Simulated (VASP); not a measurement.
The system is TiO2 (rutile type).

```
Ti O
1.0
     4.49644    0.00000    0.00000
     0.00000    4.49644    0.00000
     0.00000    0.00000    2.96765
Ti O
2 4
Direct
  0.00000 0.00000 0.00000
  0.50000 0.50000 0.50000
  0.30500 0.30500 0.00000
  0.69500 0.69500 0.00000
  0.80500 0.19500 0.50000
  0.19500 0.80500 0.50000
```

* Program: VASP 6.6.1
* Task: relaxation of cell and atoms
* Functional: PBEsol
* Potentials or basis: VASP PAW PBE potentials, release 64 (Ti_sv, O)
* Cutoff: 600 eV
* k mesh: 8 × 8 × 11
* Occupations: fermi-dirac, width 0.05 eV
* Spin: no spin polarisation

At the start: pressure 7.7 GPa; volume 10.00 Å³/atom.

Q: How do energy, volume and symmetry change on relaxing?

A: Over 7 steps the energy falls by 12.2 meV/atom and the volume is 10.34 Å³/atom (+3.4 %); space group P4_2/mnm (No. 136, to 0.1 Å) before and after.

The path:
| step | energy change (eV) | largest force (eV/Å) | pressure (GPa) | volume (Å³) |
| --- | --- | --- | --- | --- |
| 1 | 0.0000 | 0.1990 | 7.70 | 60.00 |
| 2 | -0.0011 | 0.2552 | -8.50 | 64.27 |
| 3 | -0.0574 | 0.0348 | -0.97 | 62.09 |
| 4 | -0.0727 | 0.0105 | -0.18 | 62.07 |
| 5 | -0.0731 | 0.0056 | -0.02 | 62.07 |
| 6 | -0.0731 | 0.0061 | -0.03 | 62.07 |
| 7 | -0.0731 | 0.0013 | 0.02 | 62.05 |

Final structure:
```xyz
6
Lattice="4.5923 0.0000 0.0000 0.0000 4.5923 0.0000 0.0000 0.0000 2.9423" Properties=species:S:1:pos:R:3 pbc="T T T"
Ti    0.0000    0.0000    0.0000
Ti    2.2961    2.2961    1.4712
O     1.3976    1.3976    0.0000
O     3.1946    3.1946    0.0000
O     3.6938    0.8985    1.4712
O     0.8985    3.6938    1.4712
```

Caveat: the PAW data sets were made with another functional, which shifts forces and pressure a little.
